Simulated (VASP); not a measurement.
BeCo:

```
CELL_PARAMETERS angstrom
2.67372 0.00000 0.00000
0.00000 2.67372 0.00000
0.00000 0.00000 2.67372
ATOMIC_POSITIONS crystal
Be 0.00000 0.00000 0.00000
Co 0.50000 0.50000 0.50000
```

```yaml
Program: VASP 6.6.1
Task: relaxation of cell and atoms
Functional: LDA
Potentials_or_basis: VASP PAW LDA potentials, release 64 (Be, Co)
Cutoff: 600 eV
k_mesh: 13 × 13 × 13
Occupations: fermi-dirac, width 0.05 eV
Spin: collinear spin, ferrimagnetic start
Starting_moments: "[-0.5, 1.0] μB"
```

At the start: pressure -25.7 GPa; volume 9.56 Å³/atom.

Q: How do energy, volume and symmetry change on relaxing?

A: Over 6 steps the energy falls by 125.3 meV/atom and the volume is 8.17 Å³/atom (-14.5 %); space group Pm-3m (No. 221, to 0.1 Å) before and after; moment 0.00 μB per cell.

Step by step:
| step | energy change (eV) | largest force (eV/Å) | pressure (GPa) | volume (Å³) |
| --- | --- | --- | --- | --- |
| 1 | 0.0000 | 0.0000 | -25.73 | 19.11 |
| 2 | -0.1813 | 0.0000 | 20.21 | 15.18 |
| 3 | -0.2506 | 0.0000 | -0.36 | 16.38 |
| 4 | -0.2506 | 0.0000 | 0.40 | 16.32 |
| 5 | -0.2506 | 0.0000 | -0.32 | 16.37 |
| 6 | -0.2507 | 0.0000 | 0.02 | 16.35 |

Final structure:
```cif
data_structure
_symmetry_space_group_name_H-M 'P 1'
_symmetry_Int_Tables_number 1
_cell_length_a 2.5380
_cell_length_b 2.5380
_cell_length_c 2.5380
_cell_angle_alpha 90.000
_cell_angle_beta 90.000
_cell_angle_gamma 90.000
_cell_volume 16.35
loop_
_atom_site_label
_atom_site_type_symbol
_atom_site_fract_x
_atom_site_fract_y
_atom_site_fract_z
_atom_site_occupancy
Be1 Be 0.00000 0.00000 0.00000 1
Co1 Co 0.50000 0.50000 0.50000 1
```

Caveat: the moments typed at the start vanished in this run.
